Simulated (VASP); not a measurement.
Crystal: SrIrS3.

```
CELL_PARAMETERS angstrom
4.36000 0.00000 0.00000
0.00000 4.36000 0.00000
0.00000 0.00000 4.36000
ATOMIC_POSITIONS crystal
Sr 0.00000 0.00000 0.00000
Ir 0.50000 0.50000 0.50000
S 0.50000 0.50000 0.00000
S 0.00000 0.50000 0.50000
S 0.50000 0.00000 0.50000
```

- Program: VASP 6.6.1
- Task: relaxation of cell and atoms
- Functional: LDA
- Potentials or basis: VASP PAW LDA potentials, release 64 (Sr_sv, Ir, S)
- Cutoff: 600 eV
- k mesh: 6 × 6 × 6
- Occupations: fermi-dirac, width 0.1 eV
- Spin: no spin polarisation

At the start: pressure 33.9 GPa; volume 16.58 Å³/atom.

How do energy, volume and symmetry change on relaxing?

Over 5 steps the energy falls by 333.8 meV/atom and the volume is 20.35 Å³/atom (+22.8 %); space group Pm-3m (No. 221, to 0.1 Å) before and after.

The path:
| step | energy change (eV) | largest force (eV/Å) | pressure (GPa) | volume (Å³) |
| --- | --- | --- | --- | --- |
| 1 | 0.0000 | 0.0000 | 33.93 | 82.88 |
| 2 | 0.1428 | 0.0000 | -14.76 | 132.53 |
| 3 | -1.6657 | 0.0000 | -1.05 | 102.96 |
| 4 | -1.6691 | 0.0000 | -0.28 | 102.17 |
| 5 | -1.6692 | 0.0000 | 0.14 | 101.75 |

Final structure:
```yaml
crystal:
  lattice:
    - [4.66858, 0.00000, 0.00000]
    - [0.00000, 4.66858, 0.00000]
    - [0.00000, 0.00000, 4.66858]
  atoms:
    - { symbol: Sr, position: [0.00000, 0.00000, 0.00000] }
    - { symbol: Ir, position: [0.50000, 0.50000, 0.50000] }
    - { symbol: S, position: [0.50000, 0.50000, 0.00000] }
    - { symbol: S, position: [0.00000, 0.50000, 0.50000] }
    - { symbol: S, position: [0.50000, 0.00000, 0.50000] }
```

Caveat: the volume moved by over 15 % at a fixed basis, so the end points are rough; an odd number of electrons without spin polarisation forces a metal; a magnetic or distorted state may lie lower.
